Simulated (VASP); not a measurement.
# Al in VASP: single point with PBEsol

Aim: the single point of Al with PBEsol.

Program: VASP 6.6.1. These are calculated values, not measurements. Logs are shortened: lines on timing, memory, paths and dates and some standing lists are left out, and cuts for length are marked.

### 1 The cell of the first run

The cell holds a slab with vacuum, 4 atoms: a = 2.973 Å, b = 2.973 Å, c = 25.903 Å, α = 90.00°, β = 90.00°, γ = 90.00°.

### 2 Single point, PBEsol

Contents of INCAR:

```
PREC     = Accurate       # precision mode
ENCUT    = 400            # plane-wave cutoff, eV
EDIFF    = 1E-6           # SCF threshold, eV
ISMEAR   = 1              # smearing method
SIGMA    = 0.1            # smearing width, eV
LREAL    = F              # projectors in reciprocal space
LASPH    = T              # aspherical terms in the spheres
NELM     = 120            # most SCF steps
ALGO     = Normal         # electronic algorithm
ISIF     = 2              # what is computed and relaxed
LWAVE    = F              # write WAVECAR
LCHARG   = F              # write CHGCAR
LDIPOL   = T            
IDIPOL   = 3            
DIPOL    = 0.5 0.5 0.663
GGA      = PS             # functional
NBANDS   = 14             # bands
GGA_COMPAT= F            
NELMDL   = -8
```

Contents of KPOINTS:

```
Automatic mesh
0
Gamma
  12 12 1
```

Contents of POSCAR:

```
Al
1.0
    2.9725982685      0.0000000000      0.0000000000
    0.0000000000      2.9725982685      0.0000000000
    0.0000000000      0.0000000000     25.9032997515
Al
4
Direct
    0.0000000000      0.0000000000      0.5513410422
    0.5000000000      0.5000000000      0.6258230016
    0.0000000000      0.0000000000      0.6999586323
    0.5000000000      0.5000000000      0.7756113165
```

Potentials or basis: VASP PAW PBE potentials, release 64 (Al).

Launch:

```sh
> cat potpaw_PBE.64/Al/POTCAR > POTCAR
> mpirun -np 1 vasp_std > vasp.out
```

OUTCAR:

```text
PREC = Accurate
   ENCUT = 400
   EDIFF = 1E-6
   ISMEAR = 1
   LREAL = F
   LASPH = T
   NELM = 120
   ISIF = 2
   GGA = PS
   NELMDL = -8

 ion  position               nearest neighbor table
   1  0.000  0.000  0.551-   2 2.85   2 2.85   2 2.85   2 2.85
   2  0.500  0.500  0.626-   3 2.85   3 2.85   3 2.85   3 2.85   1 2.85   1 2.85   1 2.85   1 2.85

   3  0.000  0.000  0.700-   2 2.85   2 2.85   2 2.85   2 2.85   4 2.87   4 2.87   4 2.87   4 2.87

   4  0.500  0.500  0.776-   3 2.87   3 2.87   3 2.87   3 2.87

  LATTYP: Found a simple tetragonal cell.
 ALAT       =     2.9725982685
 C/A-ratio  =     8.7140263876

  Lattice vectors:

 A1 = (   2.9725982685,   0.0000000000,   0.0000000000)
 A2 = (   0.0000000000,   2.9725982685,   0.0000000000)
 A3 = (   0.0000000000,   0.0000000000,  25.9032997515)

Analysis of symmetry for initial positions (statically):
=====================================================================
 Subroutine PRICEL returns:
 Original cell was already a primitive cell.

 Routine SETGRP: Setting up the symmetry group for a
 simple tetragonal supercell.

 Subroutine GETGRP returns: Found  8 space group operations
 (whereof  8 operations were pure point group operations)
 out of a pool of 16 trial point group operations.

The static configuration has the point symmetry C_4v.

Analysis of symmetry for dynamics (positions and initial velocities):
=====================================================================
 Subroutine PRICEL returns:
 Original cell was already a primitive cell.

 Routine SETGRP: Setting up the symmetry group for a
 simple tetragonal supercell.

 Subroutine GETGRP returns: Found  8 space group operations
 (whereof  8 operations were pure point group operations)
 out of a pool of 16 trial point group operations.

The dynamic configuration has the point symmetry C_4v.

 Subroutine INISYM returns: Found  8 space group operations
 (whereof  8 operations are pure point group operations),
 and found     1 'primitive' translations

----------------------------------------------------------------------------------------

                                     Primitive cell

  volume of cell :     228.8904

  direct lattice vectors                    reciprocal lattice vectors
     2.972598269  0.000000000  0.000000000     0.336406036  0.000000000  0.000000000
     0.000000000  2.972598269  0.000000000     0.000000000  0.336406036  0.000000000
     0.000000000  0.000000000 25.903299752     0.000000000  0.000000000  0.038605120

  length of vectors
     2.972598269  2.972598269 25.903299752     0.336406036  0.336406036  0.038605120

  position of ions in fractional coordinates (direct lattice)
     0.000000000  0.000000000  0.551341042
     0.500000000  0.500000000  0.625823002
     0.000000000  0.000000000  0.699958632
     0.500000000  0.500000000  0.775611316

  ion indices of the primitive-cell ions
   primitive index   ion index
                 1           1
                 2           2
                 3           3
                 4           4

----------------------------------------------------------------------------------------

 KPOINTS: Automatic mesh

Automatic generation of k-mesh.
 Grid dimensions read from file:
 generate k-points for:   12   12    1

 Generating k-lattice:

  Cartesian coordinates                     Fractional coordinates (reciprocal lattice)
     0.028033836  0.000000000  0.000000000     0.083333333  0.000000000  0.000000000
     0.000000000  0.028033836  0.000000000     0.000000000  0.083333333  0.000000000
     0.000000000  0.000000000  0.038605120     0.000000000  0.000000000  1.000000000

  Length of vectors
     0.028033836  0.028033836  0.038605120

  Shift w.r.t. Gamma in fractional coordinates (k-lattice)
     0.000000000  0.000000000  0.000000000

 Subroutine IBZKPT returns following result:
 ===========================================

 Found     28 irreducible k-points:

 Following reciprocal coordinates:
            Coordinates               Weight
  0.000000  0.000000  0.000000      1.000000
  0.083333  0.000000  0.000000      4.000000
  0.166667  0.000000  0.000000      4.000000
  0.250000  0.000000  0.000000      4.000000
  0.333333  0.000000  0.000000      4.000000
  0.416667  0.000000  0.000000      4.000000
[... 16 lines left out ...]
  0.333333  0.333333  0.000000      4.000000
  0.416667  0.333333  0.000000      8.000000
 [... further k-points ...]
   k-points           NKPTS =     28   k-points in BZ     NKDIM =     28   number of bands    NBANDS=     14
   number of dos      NEDOS =    301   number of ions     NIONS =      4
   total plane-waves  NPLWV =  72000
   dimension x,y,z NGX =    20 NGY =   20 NGZ =  180
   dimension x,y,z NGXF=    40 NGYF=   40 NGZF=  360
   ions per type =               4
   NGX,Y,Z   is equivalent  to a cutoff of  11.19, 11.19, 11.55 a.u.
   NGXF,Y,Z  is equivalent  to a cutoff of  22.37, 22.37, 23.10 a.u.
 SYSTEM =  unknown system
   PREC   = accura    normal or accurate (medium, high low for compatibility)
   ISTART =      0    job   : 0-new  1-cont  2-samecut
   ICHARG =      2    charge: 1-file 2-atom 10-const
   ISPIN  =      1    spin polarized calculation?
   LNONCOLLINEAR =      F non collinear calculations
   LSORBIT =      F    spin-orbit coupling
   LASPH  =      T    aspherical Exc in radial PAW
   ENCUT  =  400.0 eV  29.40 Ry    5.42 a.u.   4.85  4.85 42.24*2*pi/ulx,y,z
   NELM   =    120;   NELMIN=  2; NELMDL= -8     # of ELM steps
   EDIFF  = 0.1E-05   stopping-criterion for ELM
   LREAL  =      F    real-space projection
   EDIFFG = 0.1E-04   stopping-criterion for IOM
   NSW    =      0    number of steps for IOM
   IBRION =     -1    ionic relax: 0-MD 1-quasi-New 2-CG
   NFREE  =      0    steps in history (QN), initial steepest desc. (CG)
   ISIF   =      2    stress and relaxation
   ISYM   =      2    0-nonsym 1-usesym 2-fastsym
   POTIM  = 0.5000    time-step for ionic-motion
   TEBEG  =    0.0;   TEEND  =   0.0 temperature during run
   PSTRESS=    0.0 pullay stress
   NELECT =      12.0000    total number of electrons
   NUPDOWN=      -1.0000    fix difference up-down
   EMIN   =  10.00;   EMAX   =-10.00  energy-range for DOS
   EFERMI =   0.00;   METHOD = LEGACY
   ISMEAR =     1;   SIGMA  =   0.10  broadening in eV -4-tet -1-fermi 0-gaus
   EFERMI_NEDOS =   21; number of points for ismear=-14 and -15
   IALGO  =     38    algorithm
   IMIX   =      4    mixing-type and parameters
     AMIX     =   0.40;   BMIX     =  1.00
     AMIX_MAG =   1.60;   BMIX_MAG =  1.00
  volume/ion in A,a.u.               =      57.22       386.16
  Fermi-wavevector in a.u.,A,eV,Ry     =   0.612716  1.157866  5.107916  0.375421
  Thomas-Fermi vector in A             =   1.669105
   LORBIT       =      0    0 simple, 1 ext, 2 COOP (PROOUT), +10 PAW based schemes
   GGA     = PS    functional components
   LHFCALC =     F    Hartree Fock is set to
   AEXX    =    0.0000 exact exchange contribution
   IVDW    =     0    specifies the selected vdW correction
   LEPSILON=     F    determine dielectric tensor
   LRPA    =     F    only Hartree local field effects (RPA)
 non-spin polarized calculation
 Methfessel and Paxton  Order N= 1 SIGMA  =   0.10
  energy-cutoff  :      400.00
  volume of cell :      228.89
 maximum number of plane-waves:      4194
 NGX is ok and might be reduce to    20
   NGX =  9   NGY =  9   NGZ = 85

 dipolmoment           0.000000      0.000000      0.000016 electrons x Angstroem

 number of electron      12.0000000 magnetization

 dipolmoment           0.000000      0.000000     -0.000352 electrons x Angstroem

 Free energy of the ion-electron system (eV)
  ---------------------------------------------------
  ext. energy  EPLUGINS =         0.00000000
  ---------------------------------------------------
  free energy    TOTEN  =       -15.01010206 eV

  energy without entropy =      -15.00800664  energy(sigma->0) =      -15.00940358

 E-fermi :  -0.7759     XC(G=0):  -3.8194

 val. band max:       -0.7957455442   @ k =   0.4167   0.4167   0.0000
 cond. band min:      -0.7470055123   @ k =   0.5000   0.4167   0.0000
 fundamental gap:      0.0487400320
 Fermi energy:        -0.7759228802

 k-point     1 :       0.0000    0.0000    0.0000
  band No.  band energies     occupation
      1     -11.2078      2.00000
      2      -9.7052      2.00000
      3      -7.4179      2.00000
      4      -4.4746      2.00000
      5      -2.1563      2.00000
      6       1.3520      0.00000
      7       3.0458      0.00000
      8       3.7803      0.00000
      9       3.8187      0.00000
     10       4.0828      0.00000
     11       4.0828      0.00000
     12       4.2984      0.00000
     13       5.0838      0.00000
     14       5.1295      0.00000

 k-point     2 :       0.0833    0.0000    0.0000
  band No.  band energies     occupation
      1     -11.0918      2.00000
      2      -9.5903      2.00000
      3      -7.3044      2.00000
      4      -4.3622      2.00000
      5      -2.0497      2.00000
      6       1.4396      0.00000
      7       2.1242      0.00000
      8       3.1588      0.00000
      9       3.4957      0.00000
     10       3.8969      0.00000
     11       3.9378      0.00000
     12       4.1833      0.00000
     13       5.1855      0.00000
     14       5.2465      0.00000
[... 343 lines left out ...]
      1      -7.5438      2.00000
      2      -6.0732      2.00000
      3      -3.8319      2.00000
      4      -2.7083      2.00000
      5      -1.5719      2.00000
      6      -1.3070      2.00000
      7      -0.9626      2.02399
      8      -0.1385     -0.00000
      9       0.8463     -0.00000
     10       1.2881      0.00000
     11       2.1987      0.00000
     12       3.1347      0.00000
     13       3.7287      0.00000
     14       4.4627      0.00000

 k-point    24 :       0.4167    0.3333    0.0000
  band No.  band energies     occupation
      1      -6.5329      2.00000
      2      -5.0738      2.00000
      3      -3.9102      2.00000
      4      -2.8498      2.00000
      5      -2.4773      2.00000
      6      -1.0334      2.00165
      7      -0.4246     -0.00001
      8       0.1549     -0.00000
      9       0.3843     -0.00000
     10       1.5291      0.00000
     11       1.9973      0.00000
     12       2.6508      0.00000
     13       2.8838      0.00000
     14       2.9213      0.00000

 [... further k-points ...]

------------------------ aborting loop because EDIFF is reached ----------------------------------------

 vacuum level on the upper side and lower side of the slab       (xc-potential included)        -0.208        -0.203

  FORCE on cell =-STRESS in cart. coord.  units (eV):
  Direction    XX          YY          ZZ          XY          YZ          ZX
  --------------------------------------------------------------------------------------
  -------------------------------------------------------------------------------------
  Total       -3.8560136     -3.8560136      0.4285412      0.0000000      0.0000000     -0.0000000
  in kB      -26.9911634    -26.9911634      2.9996850      0.0000000      0.0000000     -0.0000000
  external PRESSURE =     -16.9942140 kB  Pullay stress =       0.0000000 kB

 VOLUME and BASIS-vectors are now :
 -----------------------------------------------------------------------------
  energy-cutoff  :      400.00
  volume of cell :      228.89
      direct lattice vectors                 reciprocal lattice vectors
     2.972598269  0.000000000  0.000000000     0.336406036  0.000000000  0.000000000
     0.000000000  2.972598269  0.000000000     0.000000000  0.336406036  0.000000000
     0.000000000  0.000000000 25.903299752     0.000000000  0.000000000  0.038605120

 POSITION                                       TOTAL-FORCE (eV/Angst)
 -----------------------------------------------------------------------------------
      0.00000      0.00000     14.28155         0.000000     -0.000000     -0.126186
      1.48630      1.48630     16.21088         0.000000      0.000000      0.086722
      0.00000      0.00000     18.13124         0.000000      0.000000     -0.021447
      1.48630      1.48630     20.09089         0.000000      0.000000      0.060911
 -----------------------------------------------------------------------------------
    total drift:                                0.000000      0.000000     -0.000028

  FREE ENERGIE OF THE ION-ELECTRON SYSTEM (eV)
  ---------------------------------------------------
  free  energy   TOTEN  =       -15.0101020552 eV

  energy  without entropy=      -15.0080066443  energy(sigma->0) =      -15.00940358

 vacuum level on the upper side and lower side of the slab         3.501         3.506
```

Run time: 2.7 min. Hardware: 1 thread of Intel Xeon 8259CL, shared host; peak memory 0.26 GiB.

What came out:

```yaml
Free_energy: -15.0101 eV
Largest_force: 0.126 eV/Å
Band_gap_on_the_k_mesh: zero (band 6 reaches 1.54 eV, above the bottom of band 7 at -1.46 eV)
```

Forces in eV/Å, atoms in the order of the input:
```
Al   0.000  0.000 -0.126
Al   0.000  0.000  0.087
Al   0.000  0.000 -0.021
Al   0.000  0.000  0.061
```

Caveat: the PAW data sets were made with another functional, which shifts forces and pressure a little.
